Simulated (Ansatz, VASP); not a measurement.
**MgO in VASP and in Ansatz**

INCAR

```
SYSTEM = MgO
PREC = Accurate
ENCUT = 520
EDIFF = 1E-6
ISMEAR = 0
SIGMA = 0.05
LREAL = .FALSE.
LASPH = .TRUE.
NELM = 60
ALGO = Normal
ISIF = 2
LWAVE = .FALSE.
LCHARG = .FALSE.
GGA = PS
NBANDS = 26
```

KPOINTS

```
Automatic mesh
0
G
  6 6 6
  0 0 0
```

File POSCAR:

```
MgO
1.0
    4.2142114404      0.0000000000      0.0000000000
    0.0000000000     -4.2142114404      0.0000000000
    0.0000000000      0.0000000000     -4.2142114404
Mg O
4 4
Direct
    0.0000000000      0.0000000000      0.0000000000
    0.5000000000      0.5000000000      0.0000000000
    0.5000000000      0.0000000000      0.5000000000
    0.0000000000      0.5000000000      0.5000000000
    0.4881353841      0.0000000000      0.0000000000
    0.0000000000      0.5000000000      0.0000000000
    0.0000000000      0.0000000000      0.5000000000
    0.5000000000      0.5000000000      0.5000000000
```

Input for Ansatz:

```yaml
crystal:
  lattice:
    - [4.2142114404, 0.0, 0.0]
    - [0.0, -4.2142114404, 0.0]
    - [0.0, 0.0, -4.2142114404]
  atoms:
    - { symbol: Mg, position: [0.0, 0.0, 0.0] }
    - { symbol: Mg, position: [0.5, 0.5, 0.0] }
    - { symbol: Mg, position: [0.5, 0.0, 0.5] }
    - { symbol: Mg, position: [0.0, 0.5, 0.5] }
    - { symbol: O, position: [0.4881353841, 0.0, 0.0] }
    - { symbol: O, position: [0.0, 0.5, 0.0] }
    - { symbol: O, position: [0.0, 0.0, 0.5] }
    - { symbol: O, position: [0.5, 0.5, 0.5] }
basis:
  ecutwfc: 420
kpoints:
  mp_grid: { grid: [6, 6, 6] }
hamiltonian:
  xc: pbesol
scf:
  occupations: { method: gaussian, width: 0.05 }
output:
  forces: true
  stress: true
  eigenvalues: true
```

Alike in both runs: task single point; functional PBEsol; k mesh 6 × 6 × 6; occupations gaussian, width 0.05 eV; no spin polarisation.

```csv
,VASP,Ansatz
version,VASP 6.6.1,Ansatz 0.2.0
potentials or method,"VASP PAW PBE potentials, release 64 (Mg, O), cutoff 520 eV","scalar-relativistic, plane waves, PAW"
valence electrons in the cell,32,64
```

|  | VASP | Ansatz | Ansatz less VASP |
| --- | --- | --- | --- |
| gap on the k mesh at the Fermi level (eV) | 4.62 | 4.62 | 0.000 |
| least direct gap on the mesh (eV) | 4.62 | 4.62 | 0.000 |
| pressure (GPa) | -0.5 | 0.1 | +0.54 |
| traceless stress, the component that is largest in VASP (GPa) | 0.13 | 0.13 | -0.001 |
| rms of the force components (eV/Å) | 0.123 | 0.122 | -0.0015 |

VASP's potentials were made for PBE, not for PBEsol. Atom by atom the forces differ by 0.002 eV/Å (rms over components). VASP's potentials hold 32 valence electrons a cell and Ansatz's 64, so a difference there can come from the potentials and not from the codes.
